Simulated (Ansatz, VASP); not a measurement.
**Two plane-wave programs on Ti6H**

The input INCAR:

```
SYSTEM = Ti6H
ALGO = Normal ; DIPOL = 0.5 0.5 0.352
EDIFF = 1E-6 ; ENCUT = 520
GGA = PE ; IDIPOL = 3
ISIF = 2 ; ISMEAR = 0
LASPH = .True. ; LCHARG = .False.
LDIPOL = .True. ; LREAL = .False.
LWAVE = .False. ; NBANDS = 46
NELM = 60 ; PREC = Accurate
SIGMA = 0.1
```

Contents of KPOINTS:

```
k-points
0
Gamma
  9 6 1
  0 0 0
```

POSCAR

```
Ti6H
1.0
    2.8321726458      0.0000000000      0.0000000000
    0.0000000000      4.5795363026      0.0000000000
    0.0000000000      0.0000000000     23.5510893874
Ti H
6 1
Direct
    0.5000000000      0.0000000000      0.1698435233
    0.0000000000      0.5000000000      0.2259767339
    0.5000000000      0.0000000000      0.2821099444
    0.5000000000      0.5000000000      0.3394934593
    0.0000000000      0.0000000000      0.3940191404
    0.5000000000      0.5000000000      0.4480085492
    0.8750000000      0.8750000000      0.6038399818
```

Input for Ansatz:

```yaml
crystal:
  lattice:
    - [2.8321726458, 0.0, 0.0]
    - [0.0, 4.5795363026, 0.0]
    - [0.0, 0.0, 23.5510893874]
  atoms:
    - { symbol: Ti, position: [0.5, 0.0, 0.1698435233] }
    - { symbol: Ti, position: [0.0, 0.5, 0.2259767339] }
    - { symbol: Ti, position: [0.5, 0.0, 0.2821099444] }
    - { symbol: Ti, position: [0.5, 0.5, 0.3394934593] }
    - { symbol: Ti, position: [0.0, 0.0, 0.3940191404] }
    - { symbol: Ti, position: [0.5, 0.5, 0.4480085492] }
    - { symbol: H, position: [0.875, 0.875, 0.6038399818] }
basis:
  ecutwfc: 420
kpoints:
  mp_grid: { grid: [9, 6, 1] }
hamiltonian:
  xc: pbe
scf:
  occupations: { method: gaussian, width: 0.1 }
output:
  forces: true
  eigenvalues: true
efield:
  axis: 3
  dipole_correction: true
  ramp_width: 0.04
```

Alike in both runs: task single point; functional PBE; k mesh 9 × 6 × 1; occupations gaussian, width 0.1 eV; no spin polarisation.

|  | VASP | Ansatz |
| --- | --- | --- |
| version | VASP 6.6.1 | Ansatz 0.2.0 |
| potentials or method | VASP PAW PBE potentials, release 64 (Ti_sv, H), cutoff 520 eV | scalar-relativistic, plane waves, PAW |
| valence electrons in the cell | 73 | 73 |

|  | VASP | Ansatz | Ansatz less VASP |
| --- | --- | --- | --- |
| gap on the k mesh at the Fermi level (eV) | none | none | - |
| rms of the force components (eV/Å) | 0.154 | 0.153 | -0.0006 |

Atom by atom the forces differ by 0.004 eV/Å (rms over components). A gap of «none» marks a metal or a gap that the smearing closes.
